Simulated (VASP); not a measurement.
# SiC (F-43m) in VASP: further runs

Runs on SiC. Level: PBE. Tasks: single point.

Program: VASP 6.6.1. These are calculated values, not measurements. Logs are shortened: lines on timing, memory, paths and dates and some standing lists are left out, and cuts for length are marked.

**Experimental background.**

“Insight into the structural, elastic and electronic properties of a new orthorhombic 6O-SiC polytype”, 2020, pmc:7200658 quotes, for a bulk crystal of SiC: band gap 2.4 eV (indirect).

The results are compared with them further down.

### 1 The cell of the first run

Symmetry: F-43m, No. 216, cubic system. The conventional cell has a = 4.317 Å, b = 4.317 Å, c = 4.317 Å, α = 90.00°, β = 90.00°, γ = 90.00°. Within 2.5 Å of Si (site symmetry -43m) lie 4 C at 1.87 Å. C (site symmetry -43m) has 4 Si at 1.87 Å within 2.5 Å.

### 2 Single point, PBE

File INCAR:

```
SYSTEM = SiC
PREC = Accurate ; ENCUT = 600
EDIFF = 1E-6 ; ISMEAR = 0
SIGMA = 0.01 ; LREAL = .FALSE.
LASPH = .TRUE. ; NELM = 120
ALGO = Normal ; ISIF = 2
LWAVE = .FALSE. ; LCHARG = .TRUE.
GGA = PE ; LELF = .TRUE.
LVHAR = .TRUE. ; NBANDS = 11
GGA_COMPAT = .FALSE.
```

File KPOINTS:

```
Automatic mesh
0
G
  8 8 8
  0 0 0
```

File POSCAR:

```
SiC
1.0
    0.0000000000      2.1585749998      2.1585749998
    2.1585749998      0.0000000000      2.1585749998
    2.1585749998      2.1585749998      0.0000000000
Si C
1 1
Direct
    0.0000000000      0.0000000000      0.0000000000
    0.7500000000      0.7500000000      0.7500000000
```

Potentials or basis: VASP PAW PBE potentials, release 64 (Si, C).

On the command line:

```
cat potpaw_PBE.64/Si/POTCAR potpaw_PBE.64/C/POTCAR > POTCAR
mpirun -np 1 vasp_std > vasp.out
```

OUTCAR:

```text
SYSTEM = SiC
   PREC = Accurate
   ENCUT = 600
   EDIFF = 1E-6
   ISMEAR = 0
   LREAL = .FALSE.
   LASPH = .TRUE.
   NELM = 120
   ISIF = 2
   GGA = PE

 ion  position               nearest neighbor table
   1  0.000  0.000  0.000-   2 1.87   2 1.87   2 1.87   2 1.87
   2  0.750  0.750  0.750-   1 1.87   1 1.87   1 1.87   1 1.87

  LATTYP: Found a face centered cubic cell.
 ALAT       =     4.3171499996

  Lattice vectors:

 A1 = (   0.0000000000,   2.1585749998,   2.1585749998)
 A2 = (   2.1585749998,   0.0000000000,   2.1585749998)
 A3 = (   2.1585749998,   2.1585749998,   0.0000000000)

Analysis of symmetry for initial positions (statically):
=====================================================================
 Subroutine PRICEL returns:
 Original cell was already a primitive cell.

 Routine SETGRP: Setting up the symmetry group for a
 face centered cubic supercell.

 Subroutine GETGRP returns: Found 24 space group operations
 (whereof 24 operations were pure point group operations)
 out of a pool of 48 trial point group operations.

The static configuration has the point symmetry T_d .

Analysis of symmetry for dynamics (positions and initial velocities):
=====================================================================
 Subroutine PRICEL returns:
 Original cell was already a primitive cell.

 Routine SETGRP: Setting up the symmetry group for a
 face centered cubic supercell.

 Subroutine GETGRP returns: Found 24 space group operations
 (whereof 24 operations were pure point group operations)
 out of a pool of 48 trial point group operations.

The dynamic configuration has the point symmetry T_d .

 Subroutine INISYM returns: Found 24 space group operations
 (whereof 24 operations are pure point group operations),
 and found     1 'primitive' translations

----------------------------------------------------------------------------------------

                                     Primitive cell

  volume of cell :      20.1155

  direct lattice vectors                    reciprocal lattice vectors
     0.000000000  2.158575000  2.158575000    -0.231634296  0.231634296  0.231634296
     2.158575000  0.000000000  2.158575000     0.231634296 -0.231634296  0.231634296
     2.158575000  2.158575000  0.000000000     0.231634296  0.231634296 -0.231634296

  length of vectors
     3.052686040  3.052686040  3.052686040     0.401202369  0.401202369  0.401202369

  position of ions in fractional coordinates (direct lattice)
     0.000000000  0.000000000  0.000000000
     0.750000000  0.750000000  0.750000000

  ion indices of the primitive-cell ions
   primitive index   ion index
                 1           1
                 2           2

----------------------------------------------------------------------------------------

 KPOINTS: Automatic mesh

Automatic generation of k-mesh.
 Grid dimensions read from file:
 generate k-points for:    8    8    8

 Generating k-lattice:

  Cartesian coordinates                     Fractional coordinates (reciprocal lattice)
    -0.028954287  0.028954287  0.028954287     0.125000000  0.000000000  0.000000000
     0.028954287 -0.028954287  0.028954287     0.000000000  0.125000000  0.000000000
     0.028954287  0.028954287 -0.028954287     0.000000000  0.000000000  0.125000000

  Length of vectors
     0.050150296  0.050150296  0.050150296

  Shift w.r.t. Gamma in fractional coordinates (k-lattice)
     0.000000000  0.000000000  0.000000000

 Subroutine IBZKPT returns following result:
 ===========================================

 Found     29 irreducible k-points:

 Following reciprocal coordinates:
            Coordinates               Weight
  0.000000  0.000000  0.000000      1.000000
  0.125000  0.000000  0.000000      8.000000
  0.250000  0.000000  0.000000      8.000000
  0.375000  0.000000  0.000000      8.000000
  0.500000  0.000000  0.000000      4.000000
  0.125000  0.125000  0.000000      6.000000
[... 16 lines left out ...]
  0.500000  0.250000  0.125000     48.000000
 -0.375000  0.250000  0.125000     24.000000
 [... further k-points ...]
   k-points           NKPTS =     29   k-points in BZ     NKDIM =     29   number of bands    NBANDS=     11
   number of dos      NEDOS =    301   number of ions     NIONS =      2
   total plane-waves  NPLWV =  13824
   dimension x,y,z NGX =    24 NGY =   24 NGZ =   24
   dimension x,y,z NGXF=    48 NGYF=   48 NGZF=   48
   ions per type =               1   1
   NGX,Y,Z   is equivalent  to a cutoff of  13.07, 13.07, 13.07 a.u.
   NGXF,Y,Z  is equivalent  to a cutoff of  26.14, 26.14, 26.14 a.u.
 SYSTEM =  SiC
   PREC   = accura    normal or accurate (medium, high low for compatibility)
   ISTART =      0    job   : 0-new  1-cont  2-samecut
   ICHARG =      2    charge: 1-file 2-atom 10-const
   ISPIN  =      1    spin polarized calculation?
   LNONCOLLINEAR =      F non collinear calculations
   LSORBIT =      F    spin-orbit coupling
[... 62 lines left out ...]
      3       8.4275      2.00000
      4       8.4275      2.00000
      5      14.9930      0.00000
      6      15.9340      0.00000
      7      15.9340      0.00000
      8      15.9340      0.00000
      9      23.1009      0.00000
     10      23.1009      0.00000
     11      25.3509      0.00000

 k-point     2 :       0.1250    0.0000    0.0000
  band No.  band energies     occupation
      1      -6.8881      2.00000
      2       6.9355      2.00000
      3       8.2255      2.00000
      4       8.2255      2.00000
      5      15.1703      0.00000
      6      16.2905      0.00000
      7      16.2905      0.00000
      8      16.5177      0.00000
      9      21.8517      0.00000
     10      21.8517      0.00000
     11      24.7191      0.00000

 k-point     3 :       0.2500    0.0000    0.0000
  band No.  band energies     occupation
      1      -5.9761      2.00000
      2       4.0858      2.00000
      3       7.8184      2.00000
      4       7.8184      2.00000
      5      14.6686      0.00000
      6      16.5148      0.00000
      7      16.5148      0.00000
      8      18.0328      0.00000
      9      21.7013      0.00000
     10      21.7013      0.00000
     11      23.8205      0.00000

 k-point     4 :       0.3750    0.0000    0.0000
  band No.  band energies     occupation
      1      -4.5847      2.00000
      2       1.2902      2.00000
      3       7.4894      2.00000
      4       7.4894      2.00000
      5      14.2589      0.00000
      6      16.0398      0.00000
      7      16.0398      0.00000
      8      18.6346      0.00000
      9      23.7691      0.00000
     10      23.7691      0.00000
     11      24.2847      0.00000

 k-point     5 :       0.5000    0.0000    0.0000
  band No.  band energies     occupation
      1      -3.5271      2.00000
      2      -0.2640      2.00000
      3       7.3699      2.00000
      4       7.3699      2.00000
      5      14.1193      0.00000
      6      15.7700      0.00000
      7      15.7700      0.00000
      8      18.6387      0.00000
      9      24.9720      0.00000
     10      25.9584      0.00000
     11      25.9584      0.00000
[... 211 lines left out ...]
 k-point    21 :       0.5000    0.5000    0.0000
  band No.  band energies     occupation
      1      -2.0474      2.00000
      2       0.5417      2.00000
      3       5.1877      2.00000
      4       5.1877      2.00000
      5       9.7570      0.00000
      6      12.8490      0.00000
      7      22.7938      0.00000
      8      22.7938      0.00000
      9      23.5946      0.00000
     10      28.8401      0.00000
     11      31.0172      0.00000

 k-point    22 :       0.3750    0.2500    0.1250
  band No.  band energies     occupation
      1      -5.1834      2.00000
      2       3.9105      2.00000
      3       5.5233      2.00000
      4       7.1437      2.00000
      5      13.8908      0.00000
      6      16.2463      0.00000
      7      17.1159      0.00000
      8      18.7385      0.00000
      9      20.9024      0.00000
     10      24.6840      0.00000
     11      28.1511      0.00000

 k-point    23 :       0.5000    0.2500    0.1250
  band No.  band energies     occupation
      1      -3.8461      2.00000
      2       1.8330      2.00000
      3       4.7818      2.00000
      4       6.4776      2.00000
      5      13.8001      0.00000
      6      16.2223      0.00000
      7      17.8543      0.00000
      8      19.1080      0.00000
      9      22.0772      0.00000
     10      25.2150      0.00000
     11      28.1015      0.00000

 k-point    24 :      -0.3750    0.2500    0.1250
  band No.  band energies     occupation
      1      -2.8641      2.00000
      2       0.4722      2.00000
      3       4.6753      2.00000
      4       6.1301      2.00000
      5      13.7346      0.00000
      6      15.9025      0.00000
      7      18.8108      0.00000
      8      19.6757      0.00000
      9      22.1327      0.00000
     10      24.9078      0.00000
     11      28.0991      0.00000

 [... further k-points ...]

------------------------ aborting loop because EDIFF is reached ----------------------------------------

  FORCE on cell =-STRESS in cart. coord.  units (eV):
  Direction    XX          YY          ZZ          XY          YZ          ZX
  --------------------------------------------------------------------------------------
  -------------------------------------------------------------------------------------
  Total        1.2283278      1.2283278      1.2283278      0.0000000      0.0000000      0.0000000
  in kB       97.8348135     97.8348135     97.8348135      0.0000000      0.0000000      0.0000000
  external PRESSURE =      97.8348135 kB  Pullay stress =       0.0000000 kB

 VOLUME and BASIS-vectors are now :
 -----------------------------------------------------------------------------
  energy-cutoff  :      600.00
  volume of cell :       20.12
      direct lattice vectors                 reciprocal lattice vectors
     0.000000000  2.158575000  2.158575000    -0.231634296  0.231634296  0.231634296
     2.158575000  0.000000000  2.158575000     0.231634296 -0.231634296  0.231634296
     2.158575000  2.158575000  0.000000000     0.231634296  0.231634296 -0.231634296

 POSITION                                       TOTAL-FORCE (eV/Angst)
 -----------------------------------------------------------------------------------
      0.00000      0.00000      0.00000         0.000000      0.000000     -0.000000
      3.23786      3.23786      3.23786        -0.000000     -0.000000      0.000000
 -----------------------------------------------------------------------------------
    total drift:                               -0.000000     -0.000000     -0.000000

  FREE ENERGIE OF THE ION-ELECTRON SYSTEM (eV)
  ---------------------------------------------------
  free  energy   TOTEN  =       -15.0346136580 eV

  energy  without entropy=      -15.0346136580  energy(sigma->0) =      -15.03461366
```

Run time: 3.1 s. Hardware: 1 thread of Intel Xeon 6975P-C (Granite Rapids), shared host; peak memory 0.13 GiB.

Results:

```yaml
Free_energy: -15.0346 eV
Pressure: 9.8 GPa
Band_gap_on_the_k_mesh: 1.33 eV (least direct gap 4.57 eV)
```

Caveat: the cell stands under pressure. A k mesh can miss the band edges.

### 3 Single point, PBE

This run uses another cell than the first one, of 9.69 Å³/atom.

File INCAR:

```
SYSTEM = SiC
PREC = Accurate ; ENCUT = 600
EDIFF = 1E-6 ; ISMEAR = 0
SIGMA = 0.01 ; LREAL = .FALSE.
LASPH = .TRUE. ; NELM = 120
ALGO = Normal ; ISIF = 2
LWAVE = .FALSE. ; LCHARG = .FALSE.
GGA = PE ; NBANDS = 11
GGA_COMPAT = .FALSE.
```

KPOINTS is that of step 2.

File POSCAR:

```
SiC
1.0
    0.0000000000      2.1319781411      2.1319781411
    2.1319781411      0.0000000000      2.1319781411
    2.1319781411      2.1319781411      0.0000000000
Si C
1 1
Direct
    0.0000000000      0.0000000000      0.0000000000
    0.7500000000      0.7500000000      0.7500000000
```

Potentials or basis: VASP PAW PBE potentials, release 64 (Si, C).

On the command line:

```
cat potpaw_PBE.64/Si/POTCAR potpaw_PBE.64/C/POTCAR > POTCAR
mpirun -np 1 vasp_std > vasp.out
```

It took 2.7 s on 1 thread of Intel Xeon 6975P-C (Granite Rapids), shared host; peak memory 0.13 GiB.

Results (log left out):

```
Free energy            : -14.9668 eV
Pressure               : 19.7 GPa
Band gap on the k mesh : 1.29 eV (least direct gap 4.60 eV)
```

Levels at points of the mesh, in eV from the valence-band top:
| k point | band 2 | band 3 | band 4 | band 5 | band 6 | band 7 |
| --- | --- | --- | --- | --- | --- | --- |
| (0.00, 0.00, 0.00) | 0.00 | 0.00 | 0.00 | 7.01 | 7.78 | 7.78 |
| (0.50, 0.00, 0.00) | -8.90 | -1.06 | -1.06 | 6.04 | 7.50 | 7.50 |
| (0.50, 0.50, 0.00) | -8.01 | -3.31 | -3.31 | 1.29 | 4.56 | 14.81 |

Caveat: the cell stands under pressure. A k mesh can miss the band edges.

### 4 Single point, PBE

This run uses another cell than the first one, of 9.38 Å³/atom.

File INCAR:

```
PREC     = Accurate       # precision mode
ENCUT    = 600            # plane-wave cutoff, eV
EDIFF    = 1E-6           # SCF threshold, eV
ISMEAR   = 0              # smearing method
SIGMA    = 0.01           # smearing width, eV
LREAL    = False          # projectors in reciprocal space
LASPH    = True           # aspherical terms in the spheres
NELM     = 120            # most SCF steps
ALGO     = Normal         # electronic algorithm
ISIF     = 2              # what is computed and relaxed
LWAVE    = False          # write WAVECAR
LCHARG   = False          # write CHGCAR
GGA      = PE             # functional
NBANDS   = 11             # bands
GGA_COMPAT= False
```

File KPOINTS:

```
regular mesh
0
Gamma
  8 8 8
```

File POSCAR:

```
SiC
1.0
    0.0000000000      2.1087675342      2.1087675342
    2.1087675342      0.0000000000      2.1087675342
    2.1087675342      2.1087675342      0.0000000000
Si C
1 1
Direct
    0.0000000000      0.0000000000      0.0000000000
    0.7500000000      0.7500000000      0.7500000000
```

On the command line:

```
cat potpaw_PBE.64/Si/POTCAR potpaw_PBE.64/C/POTCAR > POTCAR
mpirun -np 1 vasp_std > vasp.out
```

It took 2.8 s on 1 thread of Intel Xeon 6975P-C (Granite Rapids), shared host; peak memory 0.13 GiB.

It converged, with:

```
Free energy            : -14.8700 eV
Pressure               : 29.7 GPa
Band gap on the k mesh : 1.26 eV (least direct gap 4.63 eV)
```

Levels at points of the mesh, in eV from the valence-band top:
| k point | band 2 | band 3 | band 4 | band 5 | band 6 | band 7 |
| --- | --- | --- | --- | --- | --- | --- |
| (0.00, 0.00, 0.00) | 0.00 | 0.00 | 0.00 | 7.40 | 8.03 | 8.03 |
| (0.50, 0.00, 0.00) | -9.09 | -1.07 | -1.07 | 6.35 | 7.64 | 7.64 |
| (0.50, 0.50, 0.00) | -8.12 | -3.37 | -3.37 | 1.26 | 4.68 | 15.21 |

Caveat: the cell stands under pressure. A k mesh can miss the band edges.

### 5 Single point, PBE

This run uses another cell than the first one, of 9.11 Å³/atom.

File INCAR:

```
SYSTEM = SiC
ALGO = Normal
EDIFF = 1E-6
ENCUT = 600
GGA = PE
GGA_COMPAT = .False.
ISIF = 2
ISMEAR = 0
LASPH = .True.
LCHARG = .False.
LREAL = .False.
LWAVE = .False.
NBANDS = 11
NELM = 120
PREC = Accurate
SIGMA = 0.01
```

File KPOINTS:

```
k-points
0
Gamma
  8 8 8
  0 0 0
```

File POSCAR:

```
SiC
1.0
    0.0000000000      2.0881505099      2.0881505099
    2.0881505099      0.0000000000      2.0881505099
    2.0881505099      2.0881505099      0.0000000000
Si C
1 1
Direct
    0.0000000000      0.0000000000      0.0000000000
    0.7500000000      0.7500000000      0.7500000000
```

On the command line:

```
cat potpaw_PBE.64/Si/POTCAR potpaw_PBE.64/C/POTCAR > POTCAR
mpirun -np 1 vasp_std > vasp.out
```

It took 2.6 s on 1 thread of Intel Xeon 6975P-C (Granite Rapids), shared host; peak memory 0.13 GiB.

Results (log left out):

```yaml
Free_energy: -14.7517 eV
Pressure: 39.7 GPa
Band_gap_on_the_k_mesh: 1.23 eV (least direct gap 4.66 eV)
```

Levels at points of the mesh, in eV from the valence-band top:
```tsv
k point	band 1	band 2	band 3	band 4	band 5	band 6	band 7	band 8
(0.00, 0.00, 0.00)	-16.44	0.00	0.00	0.00	7.75	8.26	8.26	8.26
(0.50, 0.00, 0.00)	-12.37	-9.27	-1.07	-1.07	6.63	7.76	7.76	10.77
(0.50, 0.50, 0.00)	-10.79	-8.23	-3.43	-3.43	1.23	4.79	15.57	15.57
```

Caveat: the cell stands under pressure.

### 6 Single point, PBE

This run uses another cell than the first one, of 10.50 Å³/atom.

File INCAR:

```
PREC = Accurate
ENCUT = 600
EDIFF = 1E-6
ISMEAR = 0
SIGMA = 0.01
LREAL = F
LASPH = T
NELM = 120
ALGO = Normal
ISIF = 2
LWAVE = F
LCHARG = F
GGA = PE
NBANDS = 11
GGA_COMPAT = F
```

File KPOINTS:

```
Automatic mesh
0
Gamma
  8 8 8
```

File POSCAR:

```
SiC
1.0
    0.0000000000      2.1898801867      2.1898801867
    2.1898801867      0.0000000000      2.1898801867
    2.1898801867      2.1898801867      0.0000000000
Si C
1 1
Direct
    0.0000000000      0.0000000000      0.0000000000
    0.7500000000      0.7500000000      0.7500000000
```

Potentials or basis: VASP PAW PBE potentials, release 64 (Si, C).

On the command line:

```
cat potpaw_PBE.64/Si/POTCAR potpaw_PBE.64/C/POTCAR > POTCAR
mpirun -np 1 vasp_std > vasp.out
```

It took 4.8 s on 1 thread of Intel Xeon 6975P-C (Granite Rapids), shared host; peak memory 0.15 GiB.

It converged, with:

| Quantity | Value |
| --- | --- |
| Free energy | -15.0612 eV |
| Pressure | -0.2 GPa |
| Band gap on the k mesh | 1.37 eV (least direct gap 4.53 eV) |

Levels at points of the mesh, in eV from the valence-band top:
| k point | band 1 | band 2 | band 3 | band 4 | band 5 | band 6 | band 7 | band 8 |
| --- | --- | --- | --- | --- | --- | --- | --- | --- |
| (0.00, 0.00, 0.00) | -15.29 | 0.00 | 0.00 | 0.00 | 6.06 | 7.20 | 7.20 | 7.20 |
| (0.50, 0.00, 0.00) | -11.78 | -8.45 | -1.05 | -1.05 | 5.30 | 7.17 | 7.17 | 9.97 |
| (0.50, 0.50, 0.00) | -10.34 | -7.75 | -3.16 | -3.16 | 1.37 | 4.27 | 13.86 | 13.86 |

### 7 Overview

```tsv
cell	gap on the mesh (eV)	pressure (GPa)
a = 3.053 Å, angles 60.0°, 2 atoms	1.33	9.8
a = 3.015 Å, angles 60.0°, 2 atoms	1.29	19.7
a = 2.982 Å, angles 60.0°, 2 atoms	1.26	29.7
a = 2.953 Å, angles 60.0°, 2 atoms	1.23	39.7
a = 3.097 Å, angles 60.0°, 2 atoms	1.37	-0.2
```

Alike in all rows: task single point; level PBE; potentials or basis VASP PAW PBE potentials, release 64 (Si, C); no spin polarisation; k mesh 8 × 8 × 8; cutoff (eV) 600; smearing gaussian 0.01 eV.

Caveats: the cell stands under pressure (at least some runs).

Absolute energies hang on the potentials; compare differences alone.

### 8 Comparison with measurements

Step 6. A measured gap of SiC is 2.4 eV (indirect; quoted in “Insight into the structural, elastic and electronic properties of a new orthorhombic 6O-SiC polytype”, 2020, pmc:7200658); the calculated 1.37 eV misses it by -1.03 eV. The value is that of PBE on a finite k mesh, which can miss the band edges, without temperature or zero-point motion. Semilocal functionals fall short of measured gaps as a rule.
